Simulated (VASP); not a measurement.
Wanted: the native input for a VASP 6.6.1 run.

```
Task                   : single point
Functional             : r2SCAN
Potentials or basis    : VASP PAW PBE potentials, release 64 (Cd, Te, Hg)
Cutoff                 : 520 eV
k mesh                 : 4 × 4 × 4
Occupations            : gaussian, width 0.01 eV
Spin                   : no spin polarisation
Dipole correction      : no
Further INCAR settings : ALGO = Normal; EDIFF = 1e-06; NBANDS = 46
```

The system is Cd3HgTe4.

```xyz
8
Lattice="-3.3449 3.3449 6.6907 3.3449 -3.3449 6.6907 3.3449 3.3449 -6.6907" Properties=species:S:1:pos:R:3 pbc="T T T"
Cd    0.0000    3.3449    3.3454
Cd    0.0000    0.0000    6.6907
Cd    3.3449    0.0000    3.3454
Te    1.6682   -1.6682    5.0135
Te    1.6682    1.6682    8.3679
Te   -1.6682    1.6682    5.0135
Te    1.6767    1.6767    1.6772
Hg    0.0000    0.0000    0.0000
```

The input as run:

POSCAR

```
Cd3HgTe4
1.0
   -3.3449326151      3.3449326151      6.6907108662
    3.3449326151     -3.3449326151      6.6907108662
    3.3449326151      3.3449326151     -6.6907108662
Cd Te Hg
3 4 1
Direct
    0.7500000000      0.2500000000      0.5000000000
    0.5000000000      0.5000000000      0.0000000000
    0.2500000000      0.7500000000      0.5000000000
    0.1252970005      0.6240322503      0.0000000000
    0.8747029995      0.8747029995      0.4987352498
    0.6240322503      0.1252970005      0.0000000000
    0.3759677497      0.3759677497      0.5012647502
    0.0000000000      0.0000000000      0.0000000000
```

INCAR.step1

```
PREC = Accurate
ENCUT = 520
ISMEAR = 0
SIGMA = 0.01
LREAL = F
LASPH = T
NELM = 100
NBANDS = 46
GGA = PE
ALGO = Normal
EDIFF = 1E-4
LWAVE = T
LCHARG = F
```

INCAR.step2

```
PREC = Accurate
ENCUT = 520
EDIFF = 1E-6
ISMEAR = 0
SIGMA = 0.01
LREAL = F
LASPH = T
NELM = 100
ALGO = Normal
ISIF = 2
LWAVE = F
LCHARG = F
METAGGA = R2SCAN
LMIXTAU = T
NBANDS = 46
ISTART = 1
```

KPOINTS

```
regular mesh
0
Gamma
  4 4 4
```

Potentials or basis: VASP PAW PBE potentials, release 64 (Cd, Te, Hg).

Command:

```bash
$ cat potpaw_PBE.64/Cd/POTCAR potpaw_PBE.64/Te/POTCAR potpaw_PBE.64/Hg/POTCAR > POTCAR
$ cp INCAR.step1 INCAR
$ mpirun -np 1 vasp_std > vasp.out
$ cp INCAR.step2 INCAR
$ mpirun -np 1 vasp_std > vasp.out
```

It gave:

```
Pressure               : -2.0 GPa
Band gap on the k mesh : 0.54 eV
```

Caveat: the PAW data sets were made with another functional, which shifts forces and pressure a little; spin-orbit coupling is left out, which moves the levels of the heavy elements.

Run time: 32 min on 1 thread of Oxide Virtual Turin-like Processor (shared host), peak memory 0.68 GiB.
